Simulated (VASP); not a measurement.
# Ti (P6/mmm) in VASP: further runs

The runs below take Ti through single point, with LDA, PBEsol, r2SCAN+rVV10, r2SCAN.

Program: VASP 6.6.1. These are calculated values, not measurements. Logs are shortened: lines on timing, memory, paths and dates and some standing lists are left out, and cuts for length are marked.

## 1. The cell of the first run

It takes space group P6/mmm (No. 191, hexagonal). Conventional cell: a = 4.450 Å, b = 4.450 Å, c = 2.770 Å, α = 90.00°, β = 90.00°, γ = 120.00°. Ti (site symmetry 6/mmm) has 14 Ti at 2.77 to 2.92 Å within 3.7 Å. Within 3.4 Å of Ti (site symmetry -6m2) lie 11 Ti at 2.57 to 2.92 Å.

## 2. Single point, LDA

INCAR

```
PREC = Accurate
ENCUT = 520
EDIFF = 1E-7
ISMEAR = 1
SIGMA = 0.1
LREAL = False
LASPH = True
NELM = 100
ALGO = Normal
ISIF = 2
LWAVE = False
LCHARG = False
GGA = CA
NBANDS = 25
```

KPOINTS

```
regular mesh
0
Gamma
  7 7 10
```

POSCAR

```
Ti
1.0
    4.4501203729      0.0000000000      0.0000000000
   -2.2250601865      3.8539172928      0.0000000000
    0.0000000000      0.0000000000      2.7704676310
Ti
3
Direct
    0.0000000000      0.0000000000      0.0000000000
    0.3333333333      0.6666666667      0.5000000000
    0.6666666667      0.3333333333      0.5000000000
```

Potentials or basis: VASP PAW LDA potentials, release 64 (Ti_sv).

Started as:

```bash
> cat potpaw_LDA.64/Ti_sv/POTCAR > POTCAR
> mpirun -np 1 vasp_std > vasp.out
```

OUTCAR:

```text
PREC = Accurate
   ENCUT = 520
   EDIFF = 1E-7
   ISMEAR = 1
   LREAL = False
   LASPH = True
   NELM = 100
   ISIF = 2
   GGA = CA

 ion  position               nearest neighbor table
   1  0.000  0.000  0.000-   2 2.92   3 2.92   2 2.92   3 2.92   2 2.92   2 2.92   3 2.92   3 2.92
                             3 2.92   3 2.92   2 2.92   2 2.92
   2  0.333  0.667  0.500-   3 2.57   3 2.57   3 2.57   1 2.92   1 2.92   1 2.92   1 2.92   1 2.92
                             1 2.92
   3  0.667  0.333  0.500-   2 2.57   2 2.57   2 2.57   1 2.92   1 2.92   1 2.92   1 2.92   1 2.92
                             1 2.92

  LATTYP: Found a hexagonal cell.
 ALAT       =     4.4501203729
 C/A-ratio  =     0.6225601554

  Lattice vectors:

 A1 = (   4.4501203729,   0.0000000000,   0.0000000000)
 A2 = (  -2.2250601865,   3.8539172928,   0.0000000000)
 A3 = (   0.0000000000,   0.0000000000,   2.7704676310)

Analysis of symmetry for initial positions (statically):
=====================================================================
 Subroutine PRICEL returns:
 Original cell was already a primitive cell.

 Routine SETGRP: Setting up the symmetry group for a
 hexagonal supercell.

 Subroutine GETGRP returns: Found 24 space group operations
 (whereof 24 operations were pure point group operations)
 out of a pool of 24 trial point group operations.

The static configuration has the point symmetry D_6h.

Analysis of symmetry for dynamics (positions and initial velocities):
=====================================================================
 Subroutine PRICEL returns:
 Original cell was already a primitive cell.

 Routine SETGRP: Setting up the symmetry group for a
 hexagonal supercell.

 Subroutine GETGRP returns: Found 24 space group operations
 (whereof 24 operations were pure point group operations)
 out of a pool of 24 trial point group operations.

The dynamic configuration has the point symmetry D_6h.

 Subroutine INISYM returns: Found 24 space group operations
 (whereof 24 operations are pure point group operations),
 and found     1 'primitive' translations

----------------------------------------------------------------------------------------

                                     Primitive cell

  volume of cell :      47.5146

  direct lattice vectors                    reciprocal lattice vectors
     4.450120373  0.000000000  0.000000000     0.224713023  0.129738124  0.000000000
    -2.225060186  3.853917293  0.000000000     0.000000000  0.259476248  0.000000000
     0.000000000  0.000000000  2.770467631     0.000000000  0.000000000  0.360949895

  length of vectors
     4.450120373  4.450120373  2.770467631     0.259476248  0.259476248  0.360949895

  position of ions in fractional coordinates (direct lattice)
     0.000000000  0.000000000  0.000000000
     0.333333333  0.666666667  0.500000000
     0.666666667  0.333333333  0.500000000

  ion indices of the primitive-cell ions
   primitive index   ion index
                 1           1
                 2           2
                 3           3

----------------------------------------------------------------------------------------

 KPOINTS: regular mesh

Automatic generation of k-mesh.
 Grid dimensions read from file:
 generate k-points for:    7    7   10

 Generating k-lattice:

  Cartesian coordinates                     Fractional coordinates (reciprocal lattice)
     0.032101860  0.018534018  0.000000000     0.142857143  0.000000000  0.000000000
     0.000000000  0.037068035  0.000000000     0.000000000  0.142857143  0.000000000
     0.000000000  0.000000000  0.036094989     0.000000000  0.000000000  0.100000000

  Length of vectors
     0.037068035  0.037068035  0.036094989

  Shift w.r.t. Gamma in fractional coordinates (k-lattice)
     0.000000000  0.000000000  0.000000000

 Subroutine IBZKPT returns following result:
 ===========================================

 Found     48 irreducible k-points:

 Following reciprocal coordinates:
            Coordinates               Weight
  0.000000  0.000000  0.000000      1.000000
  0.142857  0.000000  0.000000      6.000000
  0.285714  0.000000  0.000000      6.000000
  0.428571  0.000000  0.000000      6.000000
  0.142857  0.142857  0.000000      6.000000
  0.285714  0.142857  0.000000     12.000000
[... 16 lines left out ...]
  0.428571  0.142857  0.200000     12.000000
  0.285714  0.285714  0.200000     12.000000
 [... further k-points ...]
   k-points           NKPTS =     48   k-points in BZ     NKDIM =     48   number of bands    NBANDS=     25
   number of dos      NEDOS =    301   number of ions     NIONS =      3
   total plane-waves  NPLWV =  31104
   dimension x,y,z NGX =    36 NGY =   36 NGZ =   24
   dimension x,y,z NGXF=    72 NGYF=   72 NGZF=   48
   ions per type =               3
   NGX,Y,Z   is equivalent  to a cutoff of  13.45, 13.45, 14.40 a.u.
   NGXF,Y,Z  is equivalent  to a cutoff of  26.90, 26.90, 28.80 a.u.
 SYSTEM =  unknown system
   PREC   = accura    normal or accurate (medium, high low for compatibility)
   ISTART =      0    job   : 0-new  1-cont  2-samecut
   ICHARG =      2    charge: 1-file 2-atom 10-const
   ISPIN  =      1    spin polarized calculation?
   LNONCOLLINEAR =      F non collinear calculations
   LSORBIT =      F    spin-orbit coupling
   LASPH  =      T    aspherical Exc in radial PAW
   ENCUT  =  520.0 eV  38.22 Ry    6.18 a.u.   8.27  8.27  5.15*2*pi/ulx,y,z
   NELM   =    100;   NELMIN=  2; NELMDL= -5     # of ELM steps
   EDIFF  = 0.1E-06   stopping-criterion for ELM
   LREAL  =      F    real-space projection
   EDIFFG = 0.1E-05   stopping-criterion for IOM
   NSW    =      0    number of steps for IOM
   IBRION =     -1    ionic relax: 0-MD 1-quasi-New 2-CG
   NFREE  =      0    steps in history (QN), initial steepest desc. (CG)
   ISIF   =      2    stress and relaxation
   ISYM   =      2    0-nonsym 1-usesym 2-fastsym
   POTIM  = 0.5000    time-step for ionic-motion
   TEBEG  =    0.0;   TEEND  =   0.0 temperature during run
   PSTRESS=    0.0 pullay stress
   NELECT =      36.0000    total number of electrons
   NUPDOWN=      -1.0000    fix difference up-down
   EMIN   =  10.00;   EMAX   =-10.00  energy-range for DOS
   EFERMI =   0.00;   METHOD = LEGACY
   ISMEAR =     1;   SIGMA  =   0.10  broadening in eV -4-tet -1-fermi 0-gaus
   EFERMI_NEDOS =   21; number of points for ismear=-14 and -15
   IALGO  =     38    algorithm
   IMIX   =      4    mixing-type and parameters
     AMIX     =   0.40;   BMIX     =  1.00
     AMIX_MAG =   1.60;   BMIX_MAG =  1.00
  volume/ion in A,a.u.               =      15.84       106.88
  Fermi-wavevector in a.u.,A,eV,Ry     =   1.492450  2.820322 30.305730  2.227408
  Thomas-Fermi vector in A             =   2.604977
   LORBIT       =      0    0 simple, 1 ext, 2 COOP (PROOUT), +10 PAW based schemes
   GGA     = CA    functional components
   LHFCALC =     F    Hartree Fock is set to
   AEXX    =    0.0000 exact exchange contribution
   IVDW    =     0    specifies the selected vdW correction
   LEPSILON=     F    determine dielectric tensor
   LRPA    =     F    only Hartree local field effects (RPA)
 non-spin polarized calculation
 Methfessel and Paxton  Order N= 1 SIGMA  =   0.10
  energy-cutoff  :      520.00
  volume of cell :       47.51
 maximum number of plane-waves:      1290
 NGX is ok and might be reduce to    36
   NGX = 17   NGY = 17   NGZ = 11

 number of electron      36.0000005 magnetization

 Free energy of the ion-electron system (eV)
  ---------------------------------------------------
  ext. energy  EPLUGINS =         0.00000000
  ---------------------------------------------------
  free energy    TOTEN  =       -25.72248820 eV

  energy without entropy =      -25.72277148  energy(sigma->0) =      -25.72258262

 E-fermi :   9.0112     XC(G=0): -12.2326

 val. band max:        8.9938891390   @ k =   0.2857   0.1429   0.1000
 cond. band min:       9.0152306366   @ k =   0.2857   0.2857   0.4000
 fundamental gap:      0.0213414977
 Fermi energy:         9.0112302717

 k-point     1 :       0.0000    0.0000    0.0000
  band No.  band energies     occupation
      1     -47.0721      2.00000
      2     -46.8002      2.00000
      3     -46.5784      2.00000
      4     -23.8062      2.00000
      5     -23.8062      2.00000
      6     -23.7419      2.00000
[... 17 lines left out ...]
     24      10.9464     -0.00000
     25      10.9726     -0.00000

 k-point     2 :       0.1429    0.0000    0.0000
  band No.  band energies     occupation
      1     -47.0663      2.00000
      2     -46.7952      2.00000
      3     -46.5898      2.00000
      4     -23.9028      2.00000
      5     -23.8752      2.00000
      6     -23.6423      2.00000
[... 17 lines left out ...]
     24      10.5788     -0.00000
     25      11.4645      0.00000

 k-point     3 :       0.2857    0.0000    0.0000
  band No.  band energies     occupation
      1     -47.0536      2.00000
      2     -46.7789      2.00000
      3     -46.6201      2.00000
      4     -23.9994      2.00000
      5     -23.8757      2.00000
      6     -23.5386      2.00000
[... 17 lines left out ...]
     24      11.0362      0.00000
     25      11.8974      0.00000

 k-point     4 :       0.4286    0.0000    0.0000
  band No.  band energies     occupation
      1     -47.0440      2.00000
      2     -46.7548      2.00000
      3     -46.6549      2.00000
      4     -24.0530      2.00000
      5     -23.7938      2.00000
      6     -23.5512      2.00000
[... 17 lines left out ...]
     24      11.3709      0.00000
     25      11.6770      0.00000

 k-point     5 :       0.1429    0.1429    0.0000
  band No.  band energies     occupation
      1     -47.0571      2.00000
      2     -46.7842      2.00000
      3     -46.6109      2.00000
      4     -23.9410      2.00000
      5     -23.9246      2.00000
      6     -23.5801      2.00000
[... 17 lines left out ...]
     24      10.8778     -0.00000
     25      11.8306      0.00000

 k-point     6 :       0.2857    0.1429    0.0000
  band No.  band energies     occupation
      1     -47.0463      2.00000
      2     -46.7608      2.00000
      3     -46.6464      2.00000
      4     -23.9941      2.00000
      5     -23.8761      2.00000
      6     -23.5908      2.00000
[... 17 lines left out ...]
     24      11.3952      0.00000
     25      11.5739      0.00000
[... 393 lines left out ...]
 k-point    21 :       0.1429    0.1429    0.2000
  band No.  band energies     occupation
      1     -47.0264      2.00000
      2     -46.7633      2.00000
      3     -46.5861      2.00000
      4     -23.8932      2.00000
      5     -23.8584      2.00000
      6     -23.6047      2.00000
[... 17 lines left out ...]
     24      10.8703     -0.00000
     25      11.9697      0.00000

 k-point    22 :       0.2857    0.1429    0.2000
  band No.  band energies     occupation
      1     -47.0191      2.00000
      2     -46.7364      2.00000
      3     -46.6213      2.00000
      4     -23.9346      2.00000
      5     -23.8382      2.00000
      6     -23.6427      2.00000
[... 17 lines left out ...]
     24      11.3233      0.00000
     25      11.6333      0.00000

 k-point    23 :       0.4286    0.1429    0.2000
  band No.  band energies     occupation
      1     -47.0160      2.00000
      2     -46.7148      2.00000
      3     -46.6464      2.00000
      4     -23.9519      2.00000
      5     -23.7781      2.00000
      6     -23.7148      2.00000
[... 17 lines left out ...]
     24      11.4815      0.00000
     25      11.8571      0.00000

 k-point    24 :       0.2857    0.2857    0.2000
  band No.  band energies     occupation
      1     -47.0156      2.00000
      2     -46.7039      2.00000
      3     -46.6579      2.00000
      4     -23.8905      2.00000
      5     -23.8306      2.00000
      6     -23.7506      2.00000
[... 17 lines left out ...]
     24      11.6988      0.00000
     25      11.7833      0.00000

 [... further k-points ...]
[... 5 lines left out ...]
  --------------------------------------------------------------------------------------
  -------------------------------------------------------------------------------------
  Total       -0.0401489     -0.0401489     -0.0045314      0.0000000      0.0000000      0.0000000
  in kB       -1.3538073     -1.3538073     -0.1527965      0.0000000      0.0000000      0.0000000
  external PRESSURE =      -0.9534704 kB  Pullay stress =       0.0000000 kB

 VOLUME and BASIS-vectors are now :
 -----------------------------------------------------------------------------
  energy-cutoff  :      520.00
  volume of cell :       47.51
      direct lattice vectors                 reciprocal lattice vectors
     4.450120373  0.000000000  0.000000000     0.224713023  0.129738124  0.000000000
    -2.225060186  3.853917293  0.000000000     0.000000000  0.259476248  0.000000000
     0.000000000  0.000000000  2.770467631     0.000000000  0.000000000  0.360949895

 POSITION                                       TOTAL-FORCE (eV/Angst)
 -----------------------------------------------------------------------------------
      0.00000      0.00000      0.00000        -0.000000      0.000000      0.000000
     -0.00000      2.56928      1.38523        -0.000000      0.000000     -0.000000
      2.22506      1.28464      1.38523         0.000000      0.000000      0.000000
 -----------------------------------------------------------------------------------
    total drift:                                0.000000      0.000000     -0.000000

  FREE ENERGIE OF THE ION-ELECTRON SYSTEM (eV)
  ---------------------------------------------------
  free  energy   TOTEN  =       -25.7224881963 eV

  energy  without entropy=      -25.7227714817  energy(sigma->0) =      -25.72258262
```

Wall time 24 s (1 thread of Intel Xeon 6975P-C (Granite Rapids), shared host); peak memory 0.17 GiB.

Results:

```
Free energy            : -25.7225 eV
Pressure               : -0.1 GPa
Band gap on the k mesh : zero (band 18 reaches 9.20 eV, above the bottom of band 19 at 8.86 eV)
```

Stress tensor (GPa, compression positive):
```
-0.14  0.00  0.00
 0.00 -0.14  0.00
 0.00  0.00 -0.02
```

## 3. Single point, PBEsol

This run uses another cell than the first one, of 16.46 Å³/atom, 1.039 times its volume.

INCAR

```
SYSTEM = Ti
ALGO = Normal
EDIFF = 1E-6
ENCUT = 520
GGA = PS
ISIF = 2
ISMEAR = 1
LASPH = .True.
LCHARG = .False.
LREAL = .False.
LWAVE = .False.
NBANDS = 25
NELM = 60
PREC = Accurate
SIGMA = 0.1
```

KPOINTS

```
k-points
0
Gamma
  7 7 10
  0 0 0
```

POSCAR

```
Ti
1.0
    4.5146658299      0.0000000000      0.0000000000
   -2.2573329150      3.9098152983      0.0000000000
    0.0000000000      0.0000000000      2.7979236619
Ti
3
Direct
    0.0000000000      0.0000000000      0.0000000000
    0.3333333333      0.6666666667      0.5000000000
    0.6666666667      0.3333333333      0.5000000000
```

Potentials or basis: VASP PAW PBE potentials, release 64 (Ti_sv).

Started as:

```bash
> cat potpaw_PBE.64/Ti_sv/POTCAR > POTCAR
> mpirun -np 1 vasp_std > vasp.out
```

It took 24 s on 1 thread of Intel Xeon 6975P-C (Granite Rapids), shared host; peak memory 0.2 GiB.

Results (log left out):

* Free energy: -25.0608 eV
* Pressure: -0.2 GPa
* Band gap on the k mesh: zero (band 18 reaches 8.87 eV, above the bottom of band 19 at 8.58 eV)

Stress tensor (GPa, compression positive):
```
-0.27  0.00  0.00
 0.00 -0.27  0.00
 0.00  0.00 -0.13
```

Levels at points of the mesh, in eV from the Fermi level:
| k point | band 15 | band 16 | band 17 | band 18 | band 19 | band 20 | band 21 | band 22 |
| --- | --- | --- | --- | --- | --- | --- | --- | --- |
| (0.00, 0.00, 0.00) | -0.73 | -0.73 | -0.63 | -0.63 | -0.03 | 0.69 | 1.32 | 1.32 |
| (0.00, 0.00, 0.50) | -2.23 | -1.74 | -1.72 | -1.72 | 1.08 | 1.08 | 1.29 | 1.29 |

Caveat: the PAW data sets were made with another functional, which shifts forces and pressure a little.

## 4. Single point, r2SCAN+rVV10

This run uses another cell than the first one, of 16.87 Å³/atom, 1.065 times its volume.

POSCAR

```
Ti
1.0
    4.5557141264      0.0000000000      0.0000000000
   -2.2778570632      3.9453641659      0.0000000000
    0.0000000000      0.0000000000      2.8162012579
Ti
3
Direct
    0.0000000000      0.0000000000      0.0000000000
    0.3333333333      0.6666666667      0.5000000000
    0.6666666667      0.3333333333      0.5000000000
```

INCAR.step1

```
SYSTEM = Ti
PREC = Accurate
ENCUT = 520
ISMEAR = 1
SIGMA = 0.1
LREAL = .False.
LASPH = .True.
NELM = 100
NBANDS = 25
GGA = PE
ALGO = Normal
EDIFF = 1E-4
LWAVE = .True.
LCHARG = .False.
```

INCAR.step2

```
SYSTEM = Ti
PREC = Accurate
ENCUT = 520
EDIFF = 1E-6
ISMEAR = 1
SIGMA = 0.1
LREAL = .False.
LASPH = .True.
NELM = 100
ALGO = Normal
ISIF = 2
LWAVE = .False.
LCHARG = .False.
METAGGA = R2SCAN
LMIXTAU = .True.
LUSE_VDW = .True.
IVDW_NL = 2
BPARAM = 11.95
CPARAM = 0.0093
NBANDS = 25
ISTART = 1
```

KPOINTS

```
Automatic mesh
0
Gamma
  7 7 10
  0 0 0
```

Started as:

```bash
> cat potpaw_PBE.64/Ti_sv/POTCAR > POTCAR
> cp INCAR.step1 INCAR
> mpirun -np 1 vasp_std > vasp.out
> cp INCAR.step2 INCAR
> mpirun -np 1 vasp_std > vasp.out
```

It took 1.9 min on 1 thread of Intel Xeon 6975P-C (Granite Rapids), shared host; peak memory 0.32 GiB.

It converged, with:

```yaml
Free_energy: -38.0754 eV
Pressure: 0.3 GPa
Band_gap_on_the_k_mesh: zero (band 18 reaches 8.80 eV, above the bottom of band 19 at 8.54 eV)
```

Levels at points of the mesh, in eV from the Fermi level:
```csv
k point,band 15,band 16,band 17,band 18,band 19,band 20,band 21,band 22
"(0.00, 0.00, 0.00)",-0.82,-0.82,-0.80,-0.80,0.01,0.81,1.44,1.44
"(0.00, 0.00, 0.50)",-2.25,-2.01,-1.83,-1.83,1.13,1.13,1.40,1.40
```

Caveat: the PAW data sets were made with another functional, which shifts forces and pressure a little.

(Continued in part 2 of 2.)
